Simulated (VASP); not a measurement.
# P in VASP: a series of runs, part 2 of 2

VASP 6.6.1. Earlier steps stand in the parts before.

## Step 3: Single point, PBEsol (strain +0.1312 x Voigt [1, 1, 0, 0, 0, 0])

INCAR reads:

```
SYSTEM = P
  PREC = Accurate
  ENCUT = 520
  EDIFF = 1E-6
  ISMEAR = 0
  SIGMA = 0.05
  LREAL = .FALSE.
  LASPH = .TRUE.
  NELM = 80
  ALGO = Normal
  ISIF = 2
  LWAVE = .FALSE.
  LCHARG = .FALSE.
  GGA = PS
  NBANDS = 18
```

KPOINTS reads:

```
Automatic mesh
0
G
  8 1 6
  0 0 0
```

POSCAR reads:

```
P
1.0
    3.7145527969      0.0000000000      0.0000000000
    0.0000000000     39.4302734559      0.0000000000
    0.0000000000      0.0000000000      4.6320847100
P
4
Direct
    0.0000000000      0.9702614300      0.5921507200
    0.0000000000      0.0297385700      0.4078492800
    0.5000000000      0.0297385700      0.0921507200
    0.5000000000      0.9702614300      0.9078492800
```

Potentials or basis: VASP PAW PBE potentials, release 64 (P).

On the command line:

```console
cat potpaw_PBE.64/P/POTCAR > POTCAR
mpirun -np 1 vasp_std > vasp.out
```

OUTCAR:

```text
SYSTEM = P
   PREC = Accurate
   ENCUT = 520
   EDIFF = 1E-6
   ISMEAR = 0
   LREAL = .FALSE.
   LASPH = .TRUE.
   NELM = 80
   ISIF = 2
   GGA = PS

 ion  position               nearest neighbor table
   1  0.000  0.970  0.592-   4 2.36   4 2.36   2 2.50
   2  0.000  0.030  0.408-   3 2.36   3 2.36   1 2.50
   3  0.500  0.030  0.092-   2 2.36   2 2.36   4 2.50
   4  0.500  0.970  0.908-   1 2.36   1 2.36   3 2.50

  LATTYP: Found a simple orthorhombic cell.
[... 614 lines left out ...]

  FORCE on cell =-STRESS in cart. coord.  units (eV):
  Direction    XX          YY          ZZ          XY          YZ          ZX
  --------------------------------------------------------------------------------------
  -------------------------------------------------------------------------------------
  Total      -10.7554561     -6.5656816     -3.9480612      0.0000000     -0.0000000      0.0000000
  in kB      -25.3995836    -15.5052074     -9.3235571      0.0000000     -0.0000000      0.0000000
  external PRESSURE =     -16.7427827 kB  Pullay stress =       0.0000000 kB

 VOLUME and BASIS-vectors are now :
 -----------------------------------------------------------------------------
  energy-cutoff  :      520.00
  volume of cell :      678.44
      direct lattice vectors                 reciprocal lattice vectors
     3.714552797  0.000000000  0.000000000     0.269211411  0.000000000  0.000000000
     0.000000000 39.430273456  0.000000000     0.000000000  0.025361224  0.000000000
     0.000000000  0.000000000  4.632084710     0.000000000  0.000000000  0.215885516

 POSITION                                       TOTAL-FORCE (eV/Angst)
 -----------------------------------------------------------------------------------
      0.00000     38.25767      2.74289        -0.000000      1.396666     -0.094594
      0.00000      1.17260      1.88919         0.000000     -1.396666      0.094594
      1.85728      1.17260      0.42685         0.000000     -1.396666     -0.094594
      1.85728     38.25767      4.20523         0.000000      1.396666      0.094594
 -----------------------------------------------------------------------------------
    total drift:                               -0.000000      0.000000     -0.000000

  FREE ENERGIE OF THE ION-ELECTRON SYSTEM (eV)
  ---------------------------------------------------
  free  energy   TOTEN  =       -21.6202048240 eV

  energy  without entropy=      -21.6202048077  energy(sigma->0) =      -21.62020482
```

OSZICAR:

```text
N       E                     dE             d eps       ncg     rms          rms(c)
DAV:   1     0.131620716732E+03    0.13162E+03   -0.51610E+03   720   0.698E+02
DAV:   2    -0.182513326819E+01   -0.13345E+03   -0.12609E+03  1212   0.119E+02
DAV:   3    -0.212697180278E+02   -0.19445E+02   -0.19355E+02   980   0.557E+01
DAV:   4    -0.217391834814E+02   -0.46947E+00   -0.46794E+00   976   0.113E+01
[... 13 lines left out ...]
DAV:  18    -0.216201902627E+02   -0.86779E-05   -0.21967E-07   704   0.185E-03    0.431E-04
DAV:  19    -0.216201978313E+02   -0.75686E-05   -0.15622E-07   728   0.130E-03    0.190E-04
DAV:  20    -0.216202028377E+02   -0.50065E-05   -0.15624E-07   668   0.105E-03    0.345E-04
DAV:  21    -0.216202041111E+02   -0.12733E-05   -0.15885E-08   604   0.502E-04    0.962E-05
DAV:  22    -0.216202048240E+02   -0.71293E-06   -0.90138E-09   540   0.328E-04
   1 F= -.21620205E+02 E0= -.21620205E+02  d E =-.162549E-07
```

stdout:

```text
POSCAR found type information on POSCAR P
 POSCAR found :  1 types and       4 ions
 scaLAPACK will be used
 -----------------------------------------------------------------------------
|                                                                             |
|                                                                             |
|     You enforced a specific xc type in the INCAR file but a different       |
|     I HOPE YOU KNOW WHAT YOU ARE DOING!                                     |
|                                                                             |
 -----------------------------------------------------------------------------

 LDA part: xc-table for (Slater+PW92), standard interpolation
 POSCAR, INCAR and KPOINTS ok, starting setup
 FFT: planning ... GRIDC
 FFT: planning ... GRID_SOFT
 FFT: planning ... GRID
 WAVECAR not read
 entering main loop
```

Wall time 6.8 min (1 thread of Intel Xeon Platinum 8488C (Sapphire Rapids), shared host); peak memory 0.67 GiB.

Results:

| Item | Value |
| --- | --- |
| Free energy | -21.6202 eV |
| Largest force | 1.400 eV/Å |
| Band gap on the k mesh | 0.34 eV, indirect (least direct gap 0.52 eV) |

Forces in eV/Å, atoms in the order of the input:
```
P    0.000  1.397 -0.095
P    0.000 -1.397  0.095
P    0.000 -1.397 -0.095
P    0.000  1.397  0.095
```

Levels at points of the mesh, in eV from the valence-band top:
```csv
k point,band 7,band 8,band 9,band 10,band 11,band 12,band 13,band 14
"(0.00, 0.00, 0.00)",-3.30,-2.57,-1.29,0.00,0.52,0.66,1.23,2.91
"(0.50, 0.00, 0.00)",-2.31,-2.31,-1.85,-1.85,1.23,1.23,2.26,2.26
"(0.00, 0.00, 0.50)",-2.67,-2.67,-0.98,-0.98,0.72,0.72,2.75,2.75
"(0.50, 0.00, 0.50)",-4.14,-4.14,-1.30,-1.30,1.73,1.73,4.23,4.23
```

Caveat: the cell differs from its parent crystal (strain +0.1312 x Voigt [1, 1, 0, 0, 0, 0]); the PAW data sets were made with another functional, which shifts forces and pressure a little.

## Step 4: Single point, PBEsol (strain +0.1500 x Voigt [1, 1, 0, 0, 0, 0])

INCAR reads:

```
SYSTEM = P
PREC = Accurate ; ENCUT = 520
EDIFF = 1E-6 ; ISMEAR = 0
SIGMA = 0.05 ; LREAL = .FALSE.
LASPH = .TRUE. ; NELM = 80
ALGO = Normal ; ISIF = 2
LWAVE = .FALSE. ; LCHARG = .TRUE.
GGA = PS ; LELF = .TRUE.
LVHAR = .TRUE. ; NBANDS = 18
```

KPOINTS reads:

```
regular mesh
0
G
  8 1 6
  0 0 0
```

POSCAR, as its differences from that of step 3:

```diff
@@ -2,4 +2,4 @@
 1.0
-    3.7145527969      0.0000000000      0.0000000000
-    0.0000000000     39.4302734559      0.0000000000
+    3.7762868780      0.0000000000      0.0000000000
+    0.0000000000     40.0855856385      0.0000000000
     0.0000000000      0.0000000000      4.6320847100
```

On the command line:

```console
cat potpaw_PBE.64/P/POTCAR > POTCAR
mpirun -np 1 vasp_std > vasp.out
```

Wall time 6.9 min (1 thread of Intel Xeon Platinum 8488C (Sapphire Rapids), shared host); peak memory 0.71 GiB.

The run converged. Its results:

- Free energy: -21.3223 eV
- Largest force: 1.502 eV/Å
- Band gap on the k mesh: 0.22 eV, indirect (least direct gap 0.43 eV)

Forces in eV/Å, atoms in the order of the input:
```
P    0.000  1.501 -0.068
P    0.000 -1.501  0.068
P    0.000 -1.501 -0.068
P    0.000  1.501  0.068
```

Levels at points of the mesh, in eV from the valence-band top:
| k point | band 8 | band 9 | band 10 | band 11 | band 12 | band 13 |
| --- | --- | --- | --- | --- | --- | --- |
| (0.00, 0.00, 0.00) | -2.58 | -1.21 | 0.00 | 0.50 | 0.64 | 1.14 |
| (0.50, 0.00, 0.00) | -2.22 | -1.79 | -1.79 | 1.24 | 1.24 | 2.29 |
| (0.00, 0.00, 0.50) | -2.61 | -0.94 | -0.94 | 0.63 | 0.63 | 2.68 |
| (0.50, 0.00, 0.50) | -4.03 | -1.28 | -1.28 | 1.68 | 1.68 | 4.25 |

Caveat: the cell differs from its parent crystal (strain +0.1500 x Voigt [1, 1, 0, 0, 0, 0]); the PAW data sets were made with another functional, which shifts forces and pressure a little.

## Step 5: The runs side by side

| cell | gap on the mesh (eV) | largest force (eV/Å) |
| --- | --- | --- |
| a = 3.653, b = 38.778, c = 4.632 Å, 4 atoms | 0.48 | 1.28 |
| a = 3.715, b = 39.430, c = 4.632 Å, 4 atoms | 0.34 | 1.40 |
| a = 3.776, b = 40.086, c = 4.632 Å, 4 atoms | 0.22 | 1.50 |

Alike in all rows: task single point; level PBEsol; potentials or basis VASP PAW PBE potentials, release 64 (P); no spin polarisation; k mesh 8 × 1 × 6; cutoff (eV) 520; smearing gaussian 0.05 eV.

Caveats: the PAW data sets were made with another functional, which shifts forces and pressure a little.

Total energies depend on the potentials used, so only differences within one code and one set of settings carry meaning.
